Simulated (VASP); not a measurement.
# Hg (Im-3m) in VASP: further runs

Hg is run at these levels: r2SCAN; tasks: single point.

Program: VASP 6.6.1. These are calculated values, not measurements. Logs are shortened: lines on timing, memory, paths and dates and some standing lists are left out, and cuts for length are marked.

## 1. The cell of the first run

The structure is cubic, space group Im-3m (No. 229). The conventional cell has a = 3.712 Å, b = 3.712 Å, c = 3.712 Å, α = 90.00°, β = 90.00°, γ = 90.00°. Hg (site symmetry m-3m) has 14 Hg at 3.21 to 3.71 Å within 4.2 Å.

## 2. Single point, r2SCAN (25.58 Å³/atom)

Contents of POSCAR:

```
Hg
1.0
   -1.8561399819      1.8561399819      1.8561399819
    1.8561399819     -1.8561399819      1.8561399819
    1.8561399819      1.8561399819     -1.8561399819
Hg
1
Direct
    0.0000000000      0.0000000000      0.0000000000
```

Contents of INCAR.step1:

```
SYSTEM = Hg
PREC = Accurate
ENCUT = 550
ISMEAR = -1
SIGMA = 0.1
LREAL = .FALSE.
LASPH = .TRUE.
NELM = 120
NBANDS = 12
GGA = PE
ALGO = Normal
EDIFF = 1E-5
LWAVE = .TRUE.
LCHARG = .FALSE.
GGA_COMPAT = .FALSE.
```

Contents of INCAR.step2:

```
SYSTEM = Hg
PREC = Accurate
ENCUT = 550
EDIFF = 1E-6
ISMEAR = -1
SIGMA = 0.1
LREAL = .FALSE.
LASPH = .TRUE.
NELM = 120
ALGO = Normal
ISIF = 2
LWAVE = .FALSE.
LCHARG = .FALSE.
METAGGA = R2SCAN
LMIXTAU = .TRUE.
NBANDS = 12
ISTART = 1
GGA_COMPAT = .FALSE.
```

Contents of KPOINTS:

```
Automatic mesh
0
G
  13 13 13
  0 0 0
```

Potentials or basis: VASP PAW PBE potentials, release 64 (Hg).

Run with:

```console
$ cat potpaw_PBE.64/Hg/POTCAR > POTCAR
$ cp INCAR.step1 INCAR
$ mpirun -np 1 vasp_std > vasp.out
$ cp INCAR.step2 INCAR
$ mpirun -np 1 vasp_std > vasp.out
```

OUTCAR:

```text
SYSTEM = Hg
   PREC = Accurate
   ENCUT = 550
   EDIFF = 1E-6
   ISMEAR = -1
   LREAL = .FALSE.
   LASPH = .TRUE.
   NELM = 120
   ISIF = 2
   METAGGA = R2SCAN
   ISTART = 1

 ion  position               nearest neighbor table
   1  0.000  0.000  0.000-

  LATTYP: Found a body centered cubic cell.
 ALAT       =     3.7122799638

  Lattice vectors:

 A1 = (  -1.8561399819,   1.8561399819,   1.8561399819)
 A2 = (   1.8561399819,  -1.8561399819,   1.8561399819)
 A3 = (   1.8561399819,   1.8561399819,  -1.8561399819)

Analysis of symmetry for initial positions (statically):
=====================================================================
 Subroutine PRICEL returns:
 Original cell was already a primitive cell.

 Routine SETGRP: Setting up the symmetry group for a
 body centered cubic supercell.

 Subroutine GETGRP returns: Found 48 space group operations
 (whereof 48 operations were pure point group operations)
 out of a pool of 48 trial point group operations.

The static configuration has the point symmetry O_h .

Analysis of symmetry for dynamics (positions and initial velocities):
=====================================================================
 Subroutine PRICEL returns:
 Original cell was already a primitive cell.

 Routine SETGRP: Setting up the symmetry group for a
 body centered cubic supercell.

 Subroutine GETGRP returns: Found 48 space group operations
 (whereof 48 operations were pure point group operations)
 out of a pool of 48 trial point group operations.

The dynamic configuration has the point symmetry O_h .

 Subroutine INISYM returns: Found 48 space group operations
 (whereof 48 operations are pure point group operations),
 and found     1 'primitive' translations

----------------------------------------------------------------------------------------

                                     Primitive cell

  volume of cell :      25.5795

  direct lattice vectors                    reciprocal lattice vectors
    -1.856139982  1.856139982  1.856139982     0.000000000  0.269376235  0.269376235
     1.856139982 -1.856139982  1.856139982     0.269376235  0.000000000  0.269376235
     1.856139982  1.856139982 -1.856139982     0.269376235  0.269376235  0.000000000

  length of vectors
     3.214928755  3.214928755  3.214928755     0.380955525  0.380955525  0.380955525

  position of ions in fractional coordinates (direct lattice)
     0.000000000  0.000000000  0.000000000

[... 75 lines left out ...]
   EDIFF  = 0.1E-05   stopping-criterion for ELM
   LREAL  =      F    real-space projection
   EDIFFG = 0.1E-04   stopping-criterion for IOM
   NSW    =      0    number of steps for IOM
   IBRION =     -1    ionic relax: 0-MD 1-quasi-New 2-CG
   NFREE  =      0    steps in history (QN), initial steepest desc. (CG)
   ISIF   =      2    stress and relaxation
   ISYM   =      2    0-nonsym 1-usesym 2-fastsym
   POTIM  = 0.5000    time-step for ionic-motion
   TEBEG  =    0.0;   TEEND  =   0.0 temperature during run
   PSTRESS=    0.0 pullay stress
   NELECT =      12.0000    total number of electrons
   NUPDOWN=      -1.0000    fix difference up-down
   EMIN   =  10.00;   EMAX   =-10.00  energy-range for DOS
   EFERMI =   0.00;   METHOD = LEGACY
   ISMEAR =    -1;   SIGMA  =   0.10  broadening in eV -4-tet -1-fermi 0-gaus
   EFERMI_NEDOS =   21; number of points for ismear=-14 and -15
   IALGO  =     38    algorithm
   IMIX   =      4    mixing-type and parameters
     AMIX     =   0.40;   BMIX     =  1.00
     AMIX_MAG =   1.60;   BMIX_MAG =  1.00
  volume/ion in A,a.u.               =      25.58       172.62
  Fermi-wavevector in a.u.,A,eV,Ry     =   1.272051  2.403828 22.015774  1.618114
  Thomas-Fermi vector in A             =   2.404951
   LORBIT       =      0    0 simple, 1 ext, 2 COOP (PROOUT), +10 PAW based schemes
   METAGGA = R2SCAN    functional components
   LHFCALC =     F    Hartree Fock is set to
   AEXX    =    0.0000 exact exchange contribution
   IVDW    =     0    specifies the selected vdW correction
   LEPSILON=     F    determine dielectric tensor
   LRPA    =     F    only Hartree local field effects (RPA)
 non-spin polarized calculation
  energy-cutoff  :      550.00
  volume of cell :       25.58
 maximum number of plane-waves:       767
 NGX is ok and might be reduce to    28
   NGX = 13   NGY = 13   NGZ = 13

 number of electron      12.0000000 magnetization

 Free energy of the ion-electron system (eV)
  ---------------------------------------------------
  ext. energy  EPLUGINS =         0.00000000
  ---------------------------------------------------
  free energy    TOTEN  =       -49.36135192 eV

  energy without entropy =      -49.35680785  energy(sigma->0) =      -49.35907989

 E-fermi :   2.0441     XC(G=0): -10.9790

 val. band max:        1.9679752519   @ k =   0.4615   0.0000   0.0000
 cond. band min:       2.1502712426   @ k =  -0.4615   0.4615   0.0769
 fundamental gap:      0.1822959907
 Fermi energy:         2.0441454631

 k-point     1 :       0.0000    0.0000    0.0000
  band No.  band energies     occupation
      1      -6.5733      2.00000
      2      -5.2115      2.00000
      3      -5.2115      2.00000
      4      -5.2115      2.00000
      5      -4.4281      2.00000
      6      -4.4281      2.00000
      7      17.7104      0.00000
      8      17.7104      0.00000
      9      17.7104      0.00000
     10      17.7243      0.00000
     11      17.7243      0.00000
     12      17.7243      0.00000
[... 331 lines left out ...]
 k-point    24 :       0.2308    0.0769    0.0769
  band No.  band energies     occupation
      1      -5.5659      2.00000
      2      -5.4653      2.00000
      3      -4.7062      2.00000
      4      -4.5058      2.00000
      5      -4.4182      2.00000
      6      -3.0020      2.00000
      7       7.0408      0.00000
      8      10.9887      0.00000
      9      11.9650      0.00000
     10      19.0874      0.00000
     11      19.3445      0.00000
     12      21.4178      0.00000

 [... further k-points ...]
[... 5 lines left out ...]
  --------------------------------------------------------------------------------------
  -------------------------------------------------------------------------------------
  Total        0.2303435      0.2303435      0.2303435     -0.0000000      0.0000000     -0.0000000
  in kB       14.4276092     14.4276092     14.4276092     -0.0000000      0.0000000     -0.0000000
  external PRESSURE =      14.4276092 kB  Pullay stress =       0.0000000 kB

 VOLUME and BASIS-vectors are now :
 -----------------------------------------------------------------------------
  energy-cutoff  :      550.00
  volume of cell :       25.58
      direct lattice vectors                 reciprocal lattice vectors
    -1.856139982  1.856139982  1.856139982     0.000000000  0.269376235  0.269376235
     1.856139982 -1.856139982  1.856139982     0.269376235  0.000000000  0.269376235
     1.856139982  1.856139982 -1.856139982     0.269376235  0.269376235  0.000000000

 POSITION                                       TOTAL-FORCE (eV/Angst)
 -----------------------------------------------------------------------------------
      0.00000      0.00000      0.00000         0.000000      0.000000      0.000000
 -----------------------------------------------------------------------------------
    total drift:                               -0.000000     -0.000000     -0.000000

  FREE ENERGIE OF THE ION-ELECTRON SYSTEM (eV)
  ---------------------------------------------------
  free  energy   TOTEN  =       -49.3613519205 eV

  energy  without entropy=      -49.3568078530  energy(sigma->0) =      -49.35907989
```

OSZICAR.step1:

```text
N       E                     dE             d eps       ncg     rms          rms(c)
DAV:   1     0.739644620748E+02    0.73964E+02   -0.67346E+03  2128   0.992E+02
DAV:   2     0.111737458919E+01   -0.72847E+02   -0.68908E+02  2216   0.229E+02
DAV:   3    -0.179813227768E+00   -0.12972E+01   -0.12965E+01  2372   0.336E+01
DAV:   4    -0.181038264820E+00   -0.12250E-02   -0.12250E-02  2204   0.110E+00
DAV:   5    -0.181039902084E+00   -0.16373E-05   -0.16369E-05  2232   0.388E-02    0.280E+00
DAV:   6    -0.159484595057E+00    0.21555E-01   -0.54777E-02  2348   0.263E+00    0.213E+00
DAV:   7    -0.158159239895E+00    0.13254E-02   -0.78562E-03  2300   0.870E-01    0.952E-01
DAV:   8    -0.158262144638E+00   -0.10290E-03   -0.85241E-04  2116   0.362E-01    0.354E-02
DAV:   9    -0.158283748633E+00   -0.21604E-04   -0.11202E-05  2212   0.314E-02    0.140E-02
DAV:  10    -0.158289386949E+00   -0.56383E-05   -0.56674E-06  1324   0.241E-02
   1 F= -.15828939E+00 E0= -.15555379E+00  d E =-.547119E-02
```

It took 1.8 min on 1 thread of Intel Xeon 6975P-C (Granite Rapids), shared host; peak memory 0.18 GiB.

What came out:

```yaml
Free_energy: -49.3614 eV
Pressure: 1.4 GPa
Band_gap_on_the_k_mesh: zero (bands 6 and 7 overlap by 2.62 eV)
```

Levels at points of the mesh, in eV from the Fermi level:
```
           k point  band 3  band 4  band 5  band 6  band 7  band 8  band 9  band 10
(0.00, 0.00, 0.00)   -7.26   -7.26   -6.47   -6.47   15.67   15.67   15.67    15.68
```

Caveat: the PAW data sets were made with another functional, which shifts forces and pressure a little; spin-orbit coupling is left out, which moves the levels of the heavy elements.

## 3. Single point, r2SCAN (26.65 Å³/atom)

This run uses another cell than the first one, of 26.65 Å³/atom.

Contents of POSCAR:

```
Hg
1.0
   -1.8815697170      1.8815697170      1.8815697170
    1.8815697170     -1.8815697170      1.8815697170
    1.8815697170      1.8815697170     -1.8815697170
Hg
1
Direct
    0.0000000000      0.0000000000      0.0000000000
```

Contents of INCAR.step1:

```
ALGO = Normal
EDIFF = 1E-5
ENCUT = 550
GGA = PE
GGA_COMPAT = False
ISMEAR = -1
LASPH = True
LCHARG = False
LREAL = False
LWAVE = True
NBANDS = 12
NELM = 120
PREC = Accurate
SIGMA = 0.1
```

Contents of INCAR.step2:

```
ALGO = Normal
EDIFF = 1E-6
ENCUT = 550
GGA_COMPAT = False
ISIF = 2
ISMEAR = -1
ISTART = 1
LASPH = True
LCHARG = False
LMIXTAU = True
LREAL = False
LWAVE = False
METAGGA = R2SCAN
NBANDS = 12
NELM = 120
PREC = Accurate
SIGMA = 0.1
```

Contents of KPOINTS:

```
k-points
0
Gamma
  13 13 13
```

Potentials or basis: VASP PAW PBE potentials, release 64 (Hg).

Run with:

```console
$ cat potpaw_PBE.64/Hg/POTCAR > POTCAR
$ cp INCAR.step1 INCAR
$ mpirun -np 1 vasp_std > vasp.out
$ cp INCAR.step2 INCAR
$ mpirun -np 1 vasp_std > vasp.out
```

It took 1.8 min on 1 thread of Intel Xeon 6975P-C (Granite Rapids), shared host; peak memory 0.18 GiB.

Results (log left out):

* Free energy: -49.3674 eV
* Pressure: 0.3 GPa
* Band gap on the k mesh: zero (bands 6 and 7 overlap by 2.29 eV)

Levels at points of the mesh, in eV from the Fermi level:
```tsv
k point	band 4	band 5	band 6	band 7	band 8	band 9
(0.00, 0.00, 0.00)	-7.17	-6.45	-6.45	15.09	15.09	15.09
```

Caveat: the PAW data sets were made with another functional, which shifts forces and pressure a little; spin-orbit coupling is left out, which moves the levels of the heavy elements.

## 4. Single point, r2SCAN (27.71 Å³/atom)

This run uses another cell than the first one, of 27.71 Å³/atom.

Contents of POSCAR:

```
Hg
1.0
   -1.9063300527      1.9063300527      1.9063300527
    1.9063300527     -1.9063300527      1.9063300527
    1.9063300527      1.9063300527     -1.9063300527
Hg
1
Direct
    0.0000000000      0.0000000000      0.0000000000
```

Contents of INCAR.step1:

```
SYSTEM = Hg
  ALGO = Normal
  EDIFF = 1E-5
  ENCUT = 550
  GGA = PE
  GGA_COMPAT = .False.
  ISMEAR = -1
  LASPH = .True.
  LCHARG = .False.
  LREAL = .False.
  LWAVE = .True.
  NBANDS = 12
  NELM = 120
  PREC = Accurate
  SIGMA = 0.1
```

Contents of INCAR.step2:

```
SYSTEM = Hg
  ALGO = Normal
  EDIFF = 1E-6
  ENCUT = 550
  GGA_COMPAT = .False.
  ISIF = 2
  ISMEAR = -1
  ISTART = 1
  LASPH = .True.
  LCHARG = .False.
  LMIXTAU = .True.
  LREAL = .False.
  LWAVE = .False.
  METAGGA = R2SCAN
  NBANDS = 12
  NELM = 120
  PREC = Accurate
  SIGMA = 0.1
```

Contents of KPOINTS:

```
k-points
0
Gamma
  13 13 13
  0 0 0
```

Run with:

```console
$ cat potpaw_PBE.64/Hg/POTCAR > POTCAR
$ cp INCAR.step1 INCAR
$ mpirun -np 1 vasp_std > vasp.out
$ cp INCAR.step2 INCAR
$ mpirun -np 1 vasp_std > vasp.out
```

It took 1.8 min on 1 thread of Intel Xeon 6975P-C (Granite Rapids), shared host; peak memory 0.18 GiB.

It converged, with:

```yaml
Free_energy: -49.3671 eV
Pressure: -0.5 GPa
Band_gap_on_the_k_mesh: zero (bands 6 and 7 overlap by 1.97 eV)
```

Levels at points of the mesh, in eV from the Fermi level:
```
           k point  band 3  band 4  band 5  band 6  band 7  band 8  band 9  band 10
(0.00, 0.00, 0.00)   -7.08   -7.08   -6.42   -6.42   14.56   14.56   14.56    15.30
```

Caveat: the PAW data sets were made with another functional, which shifts forces and pressure a little; spin-orbit coupling is left out, which moves the levels of the heavy elements.

## 5. Summary

| cell | gap on the mesh (eV) | pressure (GPa) |
| --- | --- | --- |
| a = 3.215 Å, angles 109.5°, 1 atom | none | 1.4 |
| a = 3.259 Å, angles 109.5°, 1 atom | none | 0.3 |
| a = 3.302 Å, angles 109.5°, 1 atom | none | -0.5 |

Alike in all rows: task single point; level r2SCAN; potentials or basis VASP PAW PBE potentials, release 64 (Hg); no spin polarisation; k mesh 13 × 13 × 13; cutoff (eV) 550; smearing fermi-dirac 0.1 eV.

Caveats: the PAW data sets were made with another functional, which shifts forces and pressure a little; spin-orbit coupling is left out, which moves the levels of the heavy elements.

Absolute energies hang on the potentials; compare differences alone.
